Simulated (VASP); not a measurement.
Write the native input for VASP 6.6.1 that does the following.

```yaml
Task: relaxation of cell and atoms
Functional: LDA
Potentials_or_basis: VASP PAW LDA potentials, release 64 (Ag)
Cutoff: 600 eV
k_mesh: 12 × 12 × 12
Occupations: fermi-dirac, width 0.1 eV
Spin: no spin polarisation
Dipole_correction: no
Further_INCAR_settings: ALGO = Normal; EDIFF = 1e-07; IBRION = 2; EDIFFG = -0.01; NSW = 80; ISIF = 3
```

The structure of Ag lies in POSCAR:

```
Ag
1.0
    2.6410353091      0.0000000000      0.0000000000
    0.0000000000      2.6410353091      0.0000000000
    0.0000000000      0.0000000000      2.6410353091
Ag
1
Direct
    0.0000000000      0.0000000000      0.0000000000
```

The input as run:

INCAR

```
SYSTEM = Ag
PREC = Accurate ; ENCUT = 600
EDIFF = 1E-7 ; ISMEAR = -1
SIGMA = 0.1 ; LREAL = .FALSE.
LASPH = .TRUE. ; NELM = 100
ALGO = Normal ; ISIF = 3
LWAVE = .FALSE. ; LCHARG = .FALSE.
IBRION = 2 ; NSW = 80
EDIFFG = -0.01
```

KPOINTS

```
regular mesh
0
G
  12 12 12
  0 0 0
```

Potentials or basis: VASP PAW LDA potentials, release 64 (Ag).

Launch:

```console
$ cat potpaw_LDA.64/Ag/POTCAR > POTCAR
$ mpirun -np 1 vasp_std > vasp.out
```

It gave:

```json
{
  "Relaxed volume": "18.56 Å³/atom",
  "Relaxed cell": "a = 2.648 Å, b = 2.648 Å, c = 2.648 Å, α = 90.00°, β = 90.00°, γ = 90.00°",
  "Space group after relaxing (to 0.05 Å)": "Pm-3m (No. 221)",
  "Energy gained by relaxing": "0.3 meV/atom",
  "Ionic steps": "3",
  "Pressure after relaxing": "0.0 GPa"
}
```

Run time: 14 s on 1 thread of Intel(R) Xeon(R) Platinum 8259CL CPU @ 2.50GHz (Skylake/Cascade Lake) (shared host), peak memory 0.15 GiB.
